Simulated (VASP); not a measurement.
# Au (Fm-3m) in VASP: single point with r2SCAN

Aim: the single point of Au with r2SCAN.

Program: VASP 6.6.1. These are calculated values, not measurements. Logs are shortened: lines on timing, memory, paths and dates and some standing lists are left out, and cuts for length are marked.

## (1) The cell of the first run

It takes space group Fm-3m (No. 225, cubic). Conventional cell: a = 4.124 Å, b = 4.124 Å, c = 4.124 Å, α = 90.00°, β = 90.00°, γ = 90.00°. Within 3.8 Å of Au (site symmetry m-3m) lie 12 Au at 2.92 Å.

## (2) Single point, r2SCAN

File POSCAR:

```
Au
1.0
    0.0000000000      2.0621502144      2.0621502144
    2.0621502144      0.0000000000      2.0621502144
    2.0621502144      2.0621502144      0.0000000000
Au
1
Direct
    0.0000000000      0.0000000000      0.0000000000
```

File INCAR.step1:

```
SYSTEM = Au
PREC = Accurate
ENCUT = 550
ISMEAR = -1
SIGMA = 0.1
LREAL = .False.
LASPH = .True.
NELM = 120
NBANDS = 12
GGA = PE
ALGO = Normal
EDIFF = 1E-5
LWAVE = .True.
LCHARG = .False.
GGA_COMPAT = .False.
```

File INCAR.step2:

```
SYSTEM = Au
PREC = Accurate
ENCUT = 550
EDIFF = 1E-6
ISMEAR = -1
SIGMA = 0.1
LREAL = .False.
LASPH = .True.
NELM = 120
ALGO = Normal
ISIF = 2
LWAVE = .False.
LCHARG = .False.
METAGGA = R2SCAN
LMIXTAU = .True.
NBANDS = 12
ISTART = 1
GGA_COMPAT = .False.
```

File KPOINTS:

```
regular mesh
0
Gamma
  18 18 18
  0 0 0
```

Potentials or basis: VASP PAW PBE potentials, release 64 (Au).

The run is started by

```
> cat potpaw_PBE.64/Au/POTCAR > POTCAR
> cp INCAR.step1 INCAR
> mpirun -np 1 vasp_std > vasp.out
> cp INCAR.step2 INCAR
> mpirun -np 1 vasp_std > vasp.out
```

OUTCAR:

```text
SYSTEM = Au
   PREC = Accurate
   ENCUT = 550
   EDIFF = 1E-6
   ISMEAR = -1
   LREAL = .False.
   LASPH = .True.
   NELM = 120
   ISIF = 2
   METAGGA = R2SCAN
   ISTART = 1

 ion  position               nearest neighbor table
   1  0.000  0.000  0.000-

  LATTYP: Found a face centered cubic cell.
 ALAT       =     4.1243004288

  Lattice vectors:

 A1 = (   0.0000000000,   2.0621502144,   2.0621502144)
 A2 = (   2.0621502144,   0.0000000000,   2.0621502144)
 A3 = (   2.0621502144,   2.0621502144,   0.0000000000)

Analysis of symmetry for initial positions (statically):
=====================================================================
 Subroutine PRICEL returns:
 Original cell was already a primitive cell.

 Routine SETGRP: Setting up the symmetry group for a
 face centered cubic supercell.

 Subroutine GETGRP returns: Found 48 space group operations
 (whereof 48 operations were pure point group operations)
 out of a pool of 48 trial point group operations.

The static configuration has the point symmetry O_h .

Analysis of symmetry for dynamics (positions and initial velocities):
=====================================================================
 Subroutine PRICEL returns:
 Original cell was already a primitive cell.

 Routine SETGRP: Setting up the symmetry group for a
 face centered cubic supercell.

 Subroutine GETGRP returns: Found 48 space group operations
 (whereof 48 operations were pure point group operations)
 out of a pool of 48 trial point group operations.

The dynamic configuration has the point symmetry O_h .

 Subroutine INISYM returns: Found 48 space group operations
 (whereof 48 operations are pure point group operations),
 and found     1 'primitive' translations

----------------------------------------------------------------------------------------

                                     Primitive cell

  volume of cell :      17.5384

  direct lattice vectors                    reciprocal lattice vectors
     0.000000000  2.062150214  2.062150214    -0.242465363  0.242465363  0.242465363
     2.062150214  0.000000000  2.062150214     0.242465363 -0.242465363  0.242465363
     2.062150214  2.062150214  0.000000000     0.242465363  0.242465363 -0.242465363

  length of vectors
     2.916320801  2.916320801  2.916320801     0.419962328  0.419962328  0.419962328

  position of ions in fractional coordinates (direct lattice)
     0.000000000  0.000000000  0.000000000

  ion indices of the primitive-cell ions
   primitive index   ion index
                 1           1

----------------------------------------------------------------------------------------

 KPOINTS: regular mesh

Automatic generation of k-mesh.
 Grid dimensions read from file:
 generate k-points for:   18   18   18

 Generating k-lattice:

  Cartesian coordinates                     Fractional coordinates (reciprocal lattice)
    -0.013470298  0.013470298  0.013470298     0.055555556  0.000000000  0.000000000
     0.013470298 -0.013470298  0.013470298     0.000000000  0.055555556  0.000000000
     0.013470298  0.013470298 -0.013470298     0.000000000  0.000000000  0.055555556

  Length of vectors
     0.023331240  0.023331240  0.023331240

  Shift w.r.t. Gamma in fractional coordinates (k-lattice)
     0.000000000  0.000000000  0.000000000

 Subroutine IBZKPT returns following result:
 ===========================================

 Found    195 irreducible k-points:

 Following reciprocal coordinates:
            Coordinates               Weight
  0.000000  0.000000  0.000000      1.000000
  0.055556  0.000000  0.000000      8.000000
  0.111111  0.000000  0.000000      8.000000
  0.166667  0.000000  0.000000      8.000000
  0.222222  0.000000  0.000000      8.000000
  0.277778  0.000000  0.000000      8.000000
[... 16 lines left out ...]
 -0.277778  0.055556  0.000000     24.000000
 -0.222222  0.055556  0.000000     24.000000
 [... further k-points ...]
   k-points           NKPTS =    195   k-points in BZ     NKDIM =    195   number of bands    NBANDS=     12
   number of dos      NEDOS =    301   number of ions     NIONS =      1
   total plane-waves  NPLWV =  13824
   dimension x,y,z NGX =    24 NGY =   24 NGZ =   24
   dimension x,y,z NGXF=    48 NGYF=   48 NGZF=   48
   ions per type =               1
   NGX,Y,Z   is equivalent  to a cutoff of  13.68, 13.68, 13.68 a.u.
   NGXF,Y,Z  is equivalent  to a cutoff of  27.36, 27.36, 27.36 a.u.
 SYSTEM =  Au
   PREC   = accura    normal or accurate (medium, high low for compatibility)
   ISTART =      1    job   : 0-new  1-cont  2-samecut
   ICHARG =      0    charge: 1-file 2-atom 10-const
   ISPIN  =      1    spin polarized calculation?
   LNONCOLLINEAR =      F non collinear calculations
   LSORBIT =      F    spin-orbit coupling
   LASPH  =      T    aspherical Exc in radial PAW
   ENCUT  =  550.0 eV  40.42 Ry    6.36 a.u.   5.58  5.58  5.58*2*pi/ulx,y,z
   NELM   =    120;   NELMIN=  2; NELMDL=  0     # of ELM steps
   EDIFF  = 0.1E-05   stopping-criterion for ELM
   LREAL  =      F    real-space projection
[... 7 lines left out ...]
   TEBEG  =    0.0;   TEEND  =   0.0 temperature during run
   PSTRESS=    0.0 pullay stress
   NELECT =      11.0000    total number of electrons
   NUPDOWN=      -1.0000    fix difference up-down
   EMIN   =  10.00;   EMAX   =-10.00  energy-range for DOS
   EFERMI =   0.00;   METHOD = LEGACY
   ISMEAR =    -1;   SIGMA  =   0.10  broadening in eV -4-tet -1-fermi 0-gaus
   EFERMI_NEDOS =   21; number of points for ismear=-14 and -15
   IALGO  =     38    algorithm
   IMIX   =      4    mixing-type and parameters
     AMIX     =   0.40;   BMIX     =  1.00
     AMIX_MAG =   1.60;   BMIX_MAG =  1.00
  volume/ion in A,a.u.               =      17.54       118.36
  Fermi-wavevector in a.u.,A,eV,Ry     =   1.401335  2.648140 26.718317  1.963741
  Thomas-Fermi vector in A             =   2.524207
   LORBIT       =      0    0 simple, 1 ext, 2 COOP (PROOUT), +10 PAW based schemes
   METAGGA = R2SCAN    functional components
   LHFCALC =     F    Hartree Fock is set to
   AEXX    =    0.0000 exact exchange contribution
   IVDW    =     0    specifies the selected vdW correction
   LEPSILON=     F    determine dielectric tensor
   LRPA    =     F    only Hartree local field effects (RPA)
 non-spin polarized calculation
  energy-cutoff  :      550.00
  volume of cell :       17.54
 maximum number of plane-waves:       532
   NGX = 11   NGY = 11   NGZ = 11

 number of electron      11.0000001 magnetization

 Free energy of the ion-electron system (eV)
  ---------------------------------------------------
  ext. energy  EPLUGINS =         0.00000000
  ---------------------------------------------------
  free energy    TOTEN  =       -50.59987229 eV

  energy without entropy =      -50.59167404  energy(sigma->0) =      -50.59577316

 E-fermi :   8.8404     XC(G=0): -13.4260

 val. band max:        8.7953066672   @ k =   0.5000   0.2778   0.1111
 cond. band min:       8.8559523427   @ k =   0.5000   0.1667   0.0556
 fundamental gap:      0.0606456755
 Fermi energy:         8.8403708049

 k-point     1 :       0.0000    0.0000    0.0000
  band No.  band energies     occupation
      1      -0.9247      2.00000
      2       4.0624      2.00000
      3       4.0624      2.00000
      4       4.0624      2.00000
      5       5.5186      2.00000
      6       5.5186      2.00000
      7      24.2099      0.00000
      8      28.1273      0.00000
      9      28.1273      0.00000
     10      28.1273      0.00000
     11      33.3058      0.00000
     12      37.4565      0.00000

 k-point     2 :       0.0556    0.0000    0.0000
  band No.  band energies     occupation
      1      -0.8155      2.00000
      2       4.0288      2.00000
      3       4.0994      2.00000
      4       4.0994      2.00000
      5       5.5025      2.00000
      6       5.5025      2.00000
      7      24.3300      0.00000
      8      27.3966      0.00000
      9      28.2472      0.00000
     10      28.2472      0.00000
     11      33.8758      0.00000
     12      36.1909      0.00000

 k-point     3 :       0.1111    0.0000    0.0000
  band No.  band energies     occupation
      1      -0.4971      2.00000
      2       3.9446      2.00000
      3       4.1957      2.00000
      4       4.1957      2.00000
      5       5.4703      2.00000
      6       5.4703      2.00000
      7      24.5663      0.00000
      8      25.8919      0.00000
      9      28.5819      0.00000
     10      28.5819      0.00000
     11      33.3651      0.00000
     12      35.5443      0.00000

 k-point     4 :       0.1667    0.0000    0.0000
  band No.  band energies     occupation
      1      -0.0027      2.00000
      2       3.8628      2.00000
      3       4.3025      2.00000
      4       4.3025      2.00000
      5       5.4740      2.00000
      6       5.4740      2.00000
      7      23.5828      0.00000
      8      25.3079      0.00000
      9      29.0372      0.00000
     10      29.0372      0.00000
     11      31.9719      0.00000
     12      34.1231      0.00000

 k-point     5 :       0.2222    0.0000    0.0000
  band No.  band energies     occupation
      1       0.5874      2.00000
      2       3.8871      2.00000
      3       4.3464      2.00000
      4       4.3464      2.00000
      5       5.5869      2.00000
      6       5.5869      2.00000
      7      21.4930      0.00000
      8      25.3697      0.00000
      9      29.3535      0.00000
     10      29.3535      0.00000
     11      31.3418      0.00000
     12      32.9774      0.00000
[... 228 lines left out ...]
      1       1.6085      2.00000
      2       4.0507      2.00000
      3       4.1313      2.00000
      4       5.8777      2.00000
      5       6.3822      2.00000
      6       7.3246      2.00000
      7      14.1043      0.00000
      8      24.0161      0.00000
      9      26.1240      0.00000
     10      27.4368      0.00000
     11      33.5315      0.00000
     12      34.0937      0.00000

 k-point    22 :      -0.3333    0.0556    0.0000
  band No.  band energies     occupation
      1       1.5560      2.00000
      2       4.1430      2.00000
      3       4.2171      2.00000
      4       5.0470      2.00000
      5       6.0633      2.00000
      6       6.6760      2.00000
      7      16.2409      0.00000
      8      24.3951      0.00000
      9      26.6085      0.00000
     10      28.5572      0.00000
     11      32.4390      0.00000
     12      33.4738      0.00000

 k-point    23 :      -0.2778    0.0556    0.0000
  band No.  band energies     occupation
      1       1.3372      2.00000
      2       4.1578      2.00000
      3       4.3204      2.00000
      4       4.3619      2.00000
      5       5.7225      2.00000
      6       6.2508      2.00000
      7      18.5155      0.00000
      8      24.8547      0.00000
      9      27.2836      0.00000
     10      29.9113      0.00000
     11      31.2493      0.00000
     12      32.6705      0.00000

 k-point    24 :      -0.2222    0.0556    0.0000
  band No.  band energies     occupation
      1       0.8725      2.00000
      2       3.8440      2.00000
      3       4.3651      2.00000
      4       4.3952      2.00000
      5       5.4420      2.00000
      6       5.9148      2.00000
      7      20.8039      0.00000
      8      25.2194      0.00000
      9      27.9126      0.00000
     10      30.4745      0.00000
     11      30.8200      0.00000
     12      32.4328      0.00000

 [... further k-points ...]

------------------------ aborting loop because EDIFF is reached ----------------------------------------

  FORCE on cell =-STRESS in cart. coord.  units (eV):
  Direction    XX          YY          ZZ          XY          YZ          ZX
  --------------------------------------------------------------------------------------
  -------------------------------------------------------------------------------------
  Total        0.0331740      0.0331740      0.0331740      0.0000000      0.0000000     -0.0000000
  in kB        3.0305202      3.0305202      3.0305202      0.0000000      0.0000000     -0.0000000
  external PRESSURE =       3.0305202 kB  Pullay stress =       0.0000000 kB

 VOLUME and BASIS-vectors are now :
 -----------------------------------------------------------------------------
  energy-cutoff  :      550.00
  volume of cell :       17.54
      direct lattice vectors                 reciprocal lattice vectors
     0.000000000  2.062150214  2.062150214    -0.242465363  0.242465363  0.242465363
     2.062150214  0.000000000  2.062150214     0.242465363 -0.242465363  0.242465363
     2.062150214  2.062150214  0.000000000     0.242465363  0.242465363 -0.242465363

 POSITION                                       TOTAL-FORCE (eV/Angst)
 -----------------------------------------------------------------------------------
      0.00000      0.00000      0.00000        -0.000000     -0.000000      0.000000
 -----------------------------------------------------------------------------------
    total drift:                               -0.000000     -0.000000      0.000000

  FREE ENERGIE OF THE ION-ELECTRON SYSTEM (eV)
  ---------------------------------------------------
  free  energy   TOTEN  =       -50.5998722865 eV

  energy  without entropy=      -50.5916740422  energy(sigma->0) =      -50.59577316
```

It took 1.9 min on 1 thread of Oxide Virtual Turin-like, shared host; peak memory 0.15 GiB.

What came out:

- Free energy: -50.5999 eV
- Pressure: 0.3 GPa
- Band gap on the k mesh: zero (an odd number of electrons rules out a gap without spin polarisation)

Caveat: the PAW data sets were made with another functional, which shifts forces and pressure a little; spin-orbit coupling is left out, which moves the levels of the heavy elements.

The gap in the log of VASP goes by the Fermi energy; the results here count the filled bands.